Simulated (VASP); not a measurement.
Write the native input for VASP 6.6.1 that does the following.

| Property | Result |
| --- | --- |
| Task | single point |
| Functional | PBEsol |
| Potentials or basis | VASP PAW PBE potentials, release 64 (Li_sv, F) |
| Cutoff | 520 eV |
| k mesh | 10 × 10 × 10 |
| Occupations | gaussian, width 0.02 eV |
| Spin | no spin polarisation |
| Dipole correction | no |
| Further INCAR settings | ALGO = Normal; EDIFF = 1e-07; NBANDS = 12 |

The structure of LiF lies in POSCAR:

```
LiF
1.0
    0.0000000000      1.9723303400      1.9723303400
    1.9723303400      0.0000000000      1.9723303400
    1.9723303400      1.9723303400      0.0000000000
Li F
1 1
Direct
    0.0000000000      0.0000000000      0.0000000000
    0.5000000000      0.5000000000      0.5000000000
```

This cell differs from its parent crystal: strained.

The input as run:

INCAR

```
SYSTEM = LiF
ALGO = Normal
EDIFF = 1E-7
ENCUT = 520
GGA = PS
ISIF = 2
ISMEAR = 0
LASPH = .True.
LCHARG = .False.
LREAL = .False.
LWAVE = .False.
NBANDS = 12
NELM = 80
PREC = Accurate
SIGMA = 0.02
```

KPOINTS

```
k-points
0
Gamma
  10 10 10
  0 0 0
```

Potentials or basis: VASP PAW PBE potentials, release 64 (Li_sv, F).

Command:

```console
$ cat potpaw_PBE.64/Li_sv/POTCAR potpaw_PBE.64/F/POTCAR > POTCAR
$ mpirun -np 1 vasp_std > vasp.out
```

Results of the run:

- Band gap on the k mesh: 9.49 eV

Caveat: the cell differs from its parent crystal (strained).

Run time: 5.9 s on 1 thread of Intel(R) Xeon(R) Platinum 8375C CPU @ 2.90GHz (Ice Lake), on a shared host, peak memory 0.13 GiB.
